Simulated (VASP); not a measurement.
# VO2 (P4_2/mnm) in VASP: further runs

VO2 is run at these levels: r2SCAN+U; tasks: single point.

Everything below comes from runs of VASP 6.6.1. Logs are shortened: lines on timing, memory, paths and dates and some standing lists are left out, and cuts for length are marked.

## Step 1: The cell of the first run

It takes space group P4_2/mnm (No. 136, tetragonal). Conventional cell: a = 4.517 Å, b = 4.517 Å, c = 2.872 Å, α = 90.00°, β = 90.00°, γ = 90.00°. Within 2.6 Å of O (site symmetry m2m) lie 3 V at 1.92 Å and 1 O at 2.56 Å. Within 2.5 Å of V (site symmetry mmm) lie 6 O at 1.92 Å.

## Step 2: Single point, r2SCAN+U, collinear spin, ferromagnetic start

Input file POSCAR:

```
VO2
1.0
    4.5170000000      0.0000000000      0.0000000000
    0.0000000000      4.5170000000      0.0000000000
    0.0000000000      0.0000000000      2.8720000000
O V
4 2
Direct
    0.3000000000      0.3000000000      0.0000000000
    0.2000000000      0.8000000000      0.5000000000
    0.7000000000      0.7000000000      0.0000000000
    0.8000000000      0.2000000000      0.5000000000
    0.0000000000      0.0000000000      0.0000000000
    0.5000000000      0.5000000000      0.5000000000
```

Input file INCAR.step1:

```
SYSTEM = VO2
PREC = Accurate ; ENCUT = 660
ISMEAR = -1 ; SIGMA = 0.03
LREAL = .FALSE. ; LASPH = .TRUE.
NELM = 200 ; ISPIN = 2
MAGMOM = 0 0 0 0 1.1 1.1 ; NUPDOWN = 2.2
LMAXMIX = 4 ; LDAU = .TRUE.
LDAUTYPE = 2 ; LDAUL = -1 2
LDAUU = 0 1.9 ; LDAUJ = 0 0
NBANDS = 38 ; GGA = PE
ALGO = Normal ; EDIFF = 1E-5
LWAVE = .TRUE. ; LCHARG = .FALSE.
GGA_COMPAT = .FALSE.
```

Input file INCAR.step2:

```
SYSTEM = VO2
PREC = Accurate ; ENCUT = 660
EDIFF = 1E-6 ; ISMEAR = -1
SIGMA = 0.03 ; LREAL = .FALSE.
LASPH = .TRUE. ; NELM = 200
ALGO = Normal ; ISIF = 2
LWAVE = .FALSE. ; LCHARG = .FALSE.
ISPIN = 2 ; MAGMOM = 0 0 0 0 1.1 1.1
LORBIT = 11 ; NUPDOWN = 2.2
LMAXMIX = 4 ; LDAU = .TRUE.
LDAUTYPE = 2 ; LDAUL = -1 2
LDAUU = 0 1.9 ; LDAUJ = 0 0
LDAUPRINT = 1 ; METAGGA = R2SCAN
LMIXTAU = .TRUE. ; NBANDS = 38
ISTART = 1 ; GGA_COMPAT = .FALSE.
```

Input file KPOINTS:

```
Automatic mesh
0
G
  4 4 6
  0 0 0
```

Potentials or basis: VASP PAW PBE potentials, release 64 (O, V_sv).

The run is started by

```
> cat potpaw_PBE.64/O/POTCAR potpaw_PBE.64/V_sv/POTCAR > POTCAR
> cp INCAR.step1 INCAR
> mpirun -np 1 vasp_std > vasp.out
> cp INCAR.step2 INCAR
> mpirun -np 1 vasp_std > vasp.out
```

OUTCAR:

```text
SYSTEM = VO2
   PREC = Accurate
   ENCUT = 660
   EDIFF = 1E-6
   ISMEAR = -1
   LREAL = .FALSE.
   LASPH = .TRUE.
   NELM = 200
   ISIF = 2
   ISPIN = 2
   LORBIT = 11
   NUPDOWN = 2.2
   METAGGA = R2SCAN
   ISTART = 1

 ion  position               nearest neighbor table
   1  0.300  0.300  0.000-   5 1.92   6 1.92   6 1.92
   2  0.200  0.800  0.500-   6 1.92   5 1.92   5 1.92
   3  0.700  0.700  0.000-   5 1.92   6 1.92   6 1.92
   4  0.800  0.200  0.500-   6 1.92   5 1.92   5 1.92
   5  0.000  0.000  0.000-   1 1.92   3 1.92   2 1.92   4 1.92   2 1.92   4 1.92
   6  0.500  0.500  0.500-   2 1.92   4 1.92   3 1.92   1 1.92   1 1.92   3 1.92

  LATTYP: Found a simple tetragonal cell.
 ALAT       =     4.5170000000
 C/A-ratio  =     0.6358202347

  Lattice vectors:

 A1 = (   4.5170000000,   0.0000000000,   0.0000000000)
 A2 = (   0.0000000000,   4.5170000000,   0.0000000000)
 A3 = (   0.0000000000,   0.0000000000,   2.8720000000)

Analysis of symmetry for initial positions (statically):
=====================================================================
 Subroutine PRICEL returns:
 Original cell was already a primitive cell.

 Routine SETGRP: Setting up the symmetry group for a
 simple tetragonal supercell.

 Subroutine GETGRP returns: Found 16 space group operations
 (whereof  8 operations were pure point group operations)
 out of a pool of 16 trial point group operations.

The static configuration has the point symmetry D_2h.
 The point group associated with its full space group is D_4h.

Analysis of symmetry for dynamics (positions and initial velocities):
=====================================================================
 Subroutine PRICEL returns:
 Original cell was already a primitive cell.

 Routine SETGRP: Setting up the symmetry group for a
 simple tetragonal supercell.

 Subroutine GETGRP returns: Found 16 space group operations
 (whereof  8 operations were pure point group operations)
 out of a pool of 16 trial point group operations.

The dynamic configuration has the point symmetry D_2h.
 The point group associated with its full space group is D_4h.

Analysis of structural, dynamic, and magnetic symmetry:
=====================================================================
 Subroutine PRICEL returns:
 Original cell was already a primitive cell.

 Routine SETGRP: Setting up the symmetry group for a
 simple tetragonal supercell.

 Subroutine GETGRP returns: Found 16 space group operations
 (whereof  8 operations were pure point group operations)
 out of a pool of 16 trial point group operations.

The overall configuration has the point symmetry D_2h.
 The point group associated with its full space group is D_4h.

 Subroutine INISYM returns: Found 16 space group operations
 (whereof  8 operations are pure point group operations),
 and found     1 'primitive' translations

----------------------------------------------------------------------------------------

                                     Primitive cell

  volume of cell :      58.5982

  direct lattice vectors                    reciprocal lattice vectors
     4.517000000  0.000000000  0.000000000     0.221385876  0.000000000  0.000000000
     0.000000000  4.517000000  0.000000000     0.000000000  0.221385876  0.000000000
     0.000000000  0.000000000  2.872000000     0.000000000  0.000000000  0.348189415

  length of vectors
     4.517000000  4.517000000  2.872000000     0.221385876  0.221385876  0.348189415

  position of ions in fractional coordinates (direct lattice)
     0.300000000  0.300000000  0.000000000
     0.200000000  0.800000000  0.500000000
     0.700000000  0.700000000  0.000000000
     0.800000000  0.200000000  0.500000000
     0.000000000  0.000000000  0.000000000
     0.500000000  0.500000000  0.500000000

  ion indices of the primitive-cell ions
   primitive index   ion index
                 1           1
                 2           2
                 3           3
                 4           4
[... 122 lines left out ...]
  0.0000  0.2315  0.0000 -0.0701  0.0000
  0.2384  0.0000  0.7879  0.0000  0.0000
  0.0000 -0.0701  0.0000  0.2315  0.0000
 -0.0000  0.0000  0.0000  0.0000  0.1888

spin component  2

  0.2273  0.0000 -0.1012  0.0000  0.0000
  0.0000  0.2010  0.0000 -0.0916  0.0000
 -0.1012  0.0000  0.1320  0.0000  0.0000
  0.0000 -0.0916  0.0000  0.2010  0.0000
  0.0000  0.0000  0.0000  0.0000  0.1131

 occupancies and eigenvectors

  o =  0.0678  v =  0.0000  0.0000  0.0000  0.0000  0.0000 -0.5357 -0.0000 -0.8444  0.0000  0.0000      0.0000  0.0000  0.0000  0.0000  0.0000  0.0000  0.0000  0.0000  0.0000  0.0000
  o =  0.1094  v =  0.0000  0.0000  0.0000  0.0000  0.0000  0.0000 -0.7071  0.0000 -0.7071 -0.0000      0.0000  0.0000  0.0000  0.0000  0.0000  0.0000  0.0000  0.0000  0.0000  0.0000
  o =  0.1131  v =  0.0000  0.0000  0.0000  0.0000  0.0000 -0.0000  0.0000 -0.0000  0.0000 -1.0000      0.0000  0.0000  0.0000  0.0000  0.0000  0.0000  0.0000  0.0000  0.0000  0.0000
  o =  0.1614  v = -0.0000  0.7071  0.0000  0.7071 -0.0000  0.0000  0.0000  0.0000  0.0000  0.0000      0.0000  0.0000  0.0000  0.0000  0.0000  0.0000  0.0000  0.0000  0.0000  0.0000
  o =  0.1888  v =  0.0000  0.0000 -0.0000  0.0000  1.0000  0.0000  0.0000  0.0000  0.0000  0.0000      0.0000  0.0000  0.0000  0.0000  0.0000  0.0000  0.0000  0.0000  0.0000  0.0000
  o =  0.2915  v =  0.0000  0.0000  0.0000  0.0000  0.0000 -0.8444 -0.0000  0.5357  0.0000  0.0000      0.0000  0.0000  0.0000  0.0000  0.0000  0.0000  0.0000  0.0000  0.0000  0.0000
  o =  0.2926  v =  0.0000  0.0000  0.0000  0.0000  0.0000  0.0000 -0.7071  0.0000  0.7071 -0.0000      0.0000  0.0000  0.0000  0.0000  0.0000  0.0000  0.0000  0.0000  0.0000  0.0000
  o =  0.3016  v =  0.0000 -0.7071 -0.0000  0.7071 -0.0000  0.0000  0.0000  0.0000  0.0000  0.0000      0.0000  0.0000  0.0000  0.0000  0.0000  0.0000  0.0000  0.0000  0.0000  0.0000
  o =  0.3756  v = -0.8657 -0.0000  0.5005  0.0000  0.0000  0.0000  0.0000  0.0000  0.0000  0.0000      0.0000  0.0000  0.0000  0.0000  0.0000  0.0000  0.0000  0.0000  0.0000  0.0000
  o =  0.9257  v = -0.5005  0.0000 -0.8657 -0.0000 -0.0000  0.0000  0.0000  0.0000  0.0000  0.0000      0.0000  0.0000  0.0000  0.0000  0.0000  0.0000  0.0000  0.0000  0.0000  0.0000

atom =   6  type =  2  l = 2

 onsite density matrix

spin component  1

  0.5134  0.0000 -0.2384  0.0000 -0.0000
  0.0000  0.2315  0.0000  0.0701  0.0000
 -0.2384  0.0000  0.7879  0.0000 -0.0000
  0.0000  0.0701  0.0000  0.2315  0.0000
 -0.0000  0.0000 -0.0000  0.0000  0.1888

spin component  2

  0.2273  0.0000  0.1012  0.0000 -0.0000
  0.0000  0.2010  0.0000  0.0916  0.0000
  0.1012  0.0000  0.1320  0.0000 -0.0000
  0.0000  0.0916  0.0000  0.2010  0.0000
 -0.0000  0.0000 -0.0000  0.0000  0.1131

 occupancies and eigenvectors

  o =  0.0678  v =  0.0000  0.0000  0.0000  0.0000  0.0000 -0.5357  0.0000  0.8444  0.0000  0.0000      0.0000  0.0000  0.0000  0.0000  0.0000  0.0000  0.0000  0.0000  0.0000  0.0000
  o =  0.1094  v =  0.0000  0.0000  0.0000  0.0000  0.0000  0.0000 -0.7071  0.0000  0.7071  0.0000      0.0000  0.0000  0.0000  0.0000  0.0000  0.0000  0.0000  0.0000  0.0000  0.0000
  o =  0.1131  v =  0.0000  0.0000  0.0000  0.0000  0.0000 -0.0000 -0.0000  0.0000  0.0000 -1.0000      0.0000  0.0000  0.0000  0.0000  0.0000  0.0000  0.0000  0.0000  0.0000  0.0000
  o =  0.1614  v =  0.0000 -0.7071  0.0000  0.7071  0.0000  0.0000  0.0000  0.0000  0.0000  0.0000      0.0000  0.0000  0.0000  0.0000  0.0000  0.0000  0.0000  0.0000  0.0000  0.0000
  o =  0.1888  v =  0.0000  0.0000  0.0000  0.0000  1.0000  0.0000  0.0000  0.0000  0.0000  0.0000      0.0000  0.0000  0.0000  0.0000  0.0000  0.0000  0.0000  0.0000  0.0000  0.0000
  o =  0.2915  v =  0.0000  0.0000  0.0000  0.0000  0.0000 -0.8444  0.0000 -0.5357  0.0000  0.0000      0.0000  0.0000  0.0000  0.0000  0.0000  0.0000  0.0000  0.0000  0.0000  0.0000
  o =  0.2926  v =  0.0000  0.0000  0.0000  0.0000  0.0000  0.0000 -0.7071  0.0000 -0.7071  0.0000      0.0000  0.0000  0.0000  0.0000  0.0000  0.0000  0.0000  0.0000  0.0000  0.0000
  o =  0.3016  v =  0.0000 -0.7071  0.0000 -0.7071  0.0000  0.0000  0.0000  0.0000  0.0000  0.0000      0.0000  0.0000  0.0000  0.0000  0.0000  0.0000  0.0000  0.0000  0.0000  0.0000
  o =  0.3756  v = -0.8657  0.0000 -0.5005  0.0000  0.0000  0.0000  0.0000  0.0000  0.0000  0.0000      0.0000  0.0000  0.0000  0.0000  0.0000  0.0000  0.0000  0.0000  0.0000  0.0000
  o =  0.9257  v = -0.5005 -0.0000  0.8657  0.0000 -0.0000  0.0000  0.0000  0.0000  0.0000  0.0000      0.0000  0.0000  0.0000  0.0000  0.0000  0.0000  0.0000  0.0000  0.0000  0.0000

 number of electron      49.9999979 magnetization       2.1999995

 Free energy of the ion-electron system (eV)
  ---------------------------------------------------
  ext. energy  EPLUGINS =         0.00000000
  ---------------------------------------------------
  free energy    TOTEN  =       -64.73802474 eV

  energy without entropy =      -64.73218482  energy(sigma->0) =      -64.73510478

 E-fermi :   4.3938     XC(G=0): -12.6003

 val. band max:        6.0806946431   @ k =   0.5000   0.0000   0.5000
 cond. band min:       4.5293402145   @ k =   0.2500   0.0000   0.0000
 fundamental gap:     -1.5513544286
 Fermi energy:         6.2758500480

 spin component 1

 k-point     1 :       0.0000    0.0000    0.0000
  band No.  band energies     occupation
      1     -62.6916      1.00000
      2     -62.6813      1.00000
      3     -35.5514      1.00000
      4     -35.5514      1.00000
      5     -35.2928      1.00000
      6     -35.2928      1.00000
[... 949 lines left out ...]
     36      17.4698      0.00000
     37      19.6359      0.00000
 Fermi energy:         4.3938304176

 spin component 2

 k-point     1 :       0.0000    0.0000    0.0000
  band No.  band energies     occupation
      1     -61.3100      1.00000
      2     -61.2987      1.00000
      3     -34.7809      1.00000
      4     -34.7809      1.00000
      5     -33.5537      1.00000
      6     -33.5537      1.00000
[... 949 lines left out ...]
     36      17.5726      0.00000
     37      20.0577      0.00000
 [bands above 37 left out]

------------------------ aborting loop because EDIFF is reached ----------------------------------------

  FORCE on cell =-STRESS in cart. coord.  units (eV):
  Direction    XX          YY          ZZ          XY          YZ          ZX
  --------------------------------------------------------------------------------------
  -------------------------------------------------------------------------------------
  Total        0.8050642      0.8050642      6.6853195      0.0000000      0.0000000      0.0000000
  in kB       22.0118467     22.0118467    182.7881916      0.0000000      0.0000000      0.0000000
  external PRESSURE =      75.6039617 kB  Pullay stress =       0.0000000 kB

 VOLUME and BASIS-vectors are now :
 -----------------------------------------------------------------------------
  energy-cutoff  :      660.00
  volume of cell :       58.60
      direct lattice vectors                 reciprocal lattice vectors
     4.517000000  0.000000000  0.000000000     0.221385876  0.000000000  0.000000000
     0.000000000  4.517000000  0.000000000     0.000000000  0.221385876  0.000000000
     0.000000000  0.000000000  2.872000000     0.000000000  0.000000000  0.348189415

 POSITION                                       TOTAL-FORCE (eV/Angst)
 -----------------------------------------------------------------------------------
      1.35510      1.35510      0.00000        -0.261283     -0.261283     -0.000000
      0.90340      3.61360      1.43600         0.261283     -0.261283      0.000000
      3.16190      3.16190      0.00000         0.261283      0.261283      0.000000
      3.61360      0.90340      1.43600        -0.261283      0.261283     -0.000000
      0.00000      0.00000      0.00000         0.000000      0.000000      0.000000
      2.25850      2.25850      1.43600         0.000000      0.000000      0.000000
 -----------------------------------------------------------------------------------
    total drift:                               -0.000000      0.000000     -0.000000

  FREE ENERGIE OF THE ION-ELECTRON SYSTEM (eV)
  ---------------------------------------------------
  free  energy   TOTEN  =       -64.7380247369 eV

  energy  without entropy=      -64.7321848219  energy(sigma->0) =      -64.73510478

 total charge

# of ion       s       p       d       tot
------------------------------------------
    1        1.573   3.535   0.000   5.109
    2        1.573   3.535   0.000   5.109
    3        1.573   3.535   0.000   5.109
    4        1.573   3.535   0.000   5.109
    5        2.285   6.347   2.793  11.425
    6        2.285   6.347   2.793  11.425
--------------------------------------------------
tot         10.862  26.836   5.586  43.284

 magnetization (x)

# of ion       s       p       d       tot
------------------------------------------
    1       -0.001  -0.019   0.000  -0.020
    2       -0.001  -0.019   0.000  -0.020
    3       -0.001  -0.019   0.000  -0.020
    4       -0.001  -0.019   0.000  -0.020
    5        0.015   0.013   1.077   1.105
    6        0.015   0.013   1.077   1.105
--------------------------------------------------
tot          0.027  -0.051   2.154   2.129
```

Wall time 9.8 min (1 thread of Oxide Virtual Turin-like, shared host); peak memory 0.27 GiB.

What came out:

```yaml
Free_energy: -64.7380 eV
Pressure: 7.6 GPa
Largest_force: 0.370 eV/Å
Net_moment: 2.20 μB per cell
Site_moments: O -0.02; V +1.10 μB
Valence_electrons_inside_the_program's_atomic_spheres: O 5.11; V 11.43
```

Forces in eV/Å, atoms in the order of the input:
```
O   -0.261 -0.261  0.000
O    0.261 -0.261  0.000
O    0.261  0.261  0.000
O   -0.261  0.261  0.000
V    0.000  0.000  0.000
V    0.000  0.000  0.000
```

Eigenvalues of the final occupation matrices:
| site | spin | trace | eigenvalues |
| --- | --- | --- | --- |
| site 5 d | 1 | 1.95 | 0.16 0.19 0.30 0.38 0.93 |
| site 5 d | 2 | 0.87 | 0.07 0.11 0.11 0.29 0.29 |
| site 6 d | 1 | 1.95 | 0.16 0.19 0.30 0.38 0.93 |
| site 6 d | 2 | 0.87 | 0.07 0.11 0.11 0.29 0.29 |

Caveat: the k points lie up to 0.36 Å⁻¹ apart; the PAW data sets were made with another functional, which shifts forces and pressure a little; the total moment is fixed, so each spin has its own Fermi level and the state may be an excited one. The state reached can hang on the start; a lower one may exist.

## Step 3: Single point, r2SCAN+U, collinear spin, ferromagnetic start

POSCAR is that of step 2.

Input file INCAR.step1:

```
PREC     = Accurate       # precision mode
ENCUT    = 660            # plane-wave cutoff, eV
ISMEAR   = -1             # smearing method
SIGMA    = 0.03           # smearing width, eV
LREAL    = False          # projectors in reciprocal space
LASPH    = True           # aspherical terms in the spheres
NELM     = 200            # most SCF steps
ISPIN    = 2              # spin polarisation
MAGMOM   = 0 0 0 0 1.47 1.47 # initial moments
NUPDOWN  = 2.94           # fixed moment
LMAXMIX  = 4              # l up to which the mixer works
LDAU     = True           # DFT+U
LDAUTYPE = 2            
LDAUL    = -1 2           # shell
LDAUU    = 0 1.9          # U, eV
LDAUJ    = 0 0          
NBANDS   = 38             # bands
GGA      = PE             # functional
ALGO     = Normal         # electronic algorithm
EDIFF    = 1E-5           # SCF threshold, eV
LWAVE    = True           # write WAVECAR
LCHARG   = False          # write CHGCAR
GGA_COMPAT= False
```

Input file INCAR.step2:

```
PREC     = Accurate       # precision mode
ENCUT    = 660            # plane-wave cutoff, eV
EDIFF    = 1E-6           # SCF threshold, eV
ISMEAR   = -1             # smearing method
SIGMA    = 0.03           # smearing width, eV
LREAL    = False          # projectors in reciprocal space
LASPH    = True           # aspherical terms in the spheres
NELM     = 200            # most SCF steps
ALGO     = Normal         # electronic algorithm
ISIF     = 2              # what is computed and relaxed
LWAVE    = False          # write WAVECAR
LCHARG   = False          # write CHGCAR
ISPIN    = 2              # spin polarisation
MAGMOM   = 0 0 0 0 1.47 1.47 # initial moments
LORBIT   = 11             # projections on sites
NUPDOWN  = 2.94           # fixed moment
LMAXMIX  = 4              # l up to which the mixer works
LDAU     = True           # DFT+U
LDAUTYPE = 2            
LDAUL    = -1 2           # shell
LDAUU    = 0 1.9          # U, eV
LDAUJ    = 0 0          
LDAUPRINT= 1            
METAGGA  = R2SCAN         # meta-GGA
LMIXTAU  = True         
NBANDS   = 38             # bands
ISTART   = 1            
GGA_COMPAT= False
```

Input file KPOINTS:

```
Automatic mesh
0
Gamma
  4 4 6
```

Potentials or basis: VASP PAW PBE potentials, release 64 (O, V_sv).

The run is started by

```
> cat potpaw_PBE.64/O/POTCAR potpaw_PBE.64/V_sv/POTCAR > POTCAR
> cp INCAR.step1 INCAR
> mpirun -np 1 vasp_std > vasp.out
> cp INCAR.step2 INCAR
> mpirun -np 1 vasp_std > vasp.out
```

Run time: 10 min. Hardware: 1 thread of Oxide Virtual Turin-like, shared host; peak memory 0.27 GiB.

The run converged. Its results:

- Free energy: -63.9285 eV
- Pressure: 11.3 GPa
- Largest force: 0.503 eV/Å
- Net moment: 2.94 μB per cell
- Site moments: O +0.07; V +1.25 μB
- Valence electrons inside the program's atomic spheres: O 5.10; V 11.47

Forces in eV/Å, atoms in the order of the input:
```
O   -0.356 -0.356  0.000
O    0.356 -0.356  0.000
O    0.356  0.356  0.000
O   -0.356  0.356  0.000
V    0.000  0.000  0.000
V    0.000  0.000  0.000
```

Stress tensor (GPa, compression positive):
```
 6.02  0.00  0.00
 0.00  6.02  0.00
 0.00  0.00 21.85
```

Eigenvalues of the final occupation matrices:
| site | spin | trace | eigenvalues |
| --- | --- | --- | --- |
| site 5 d | 1 | 2.05 | 0.17 0.29 0.31 0.35 0.93 |
| site 5 d | 2 | 0.83 | 0.06 0.10 0.10 0.28 0.28 |
| site 6 d | 1 | 2.05 | 0.17 0.29 0.31 0.35 0.93 |
| site 6 d | 2 | 0.83 | 0.06 0.10 0.10 0.28 0.28 |

Caveat: the k points lie up to 0.36 Å⁻¹ apart; the PAW data sets were made with another functional, which shifts forces and pressure a little; the total moment is fixed, so each spin has its own Fermi level and the state may be an excited one. The state reached can hang on the start; a lower one may exist.
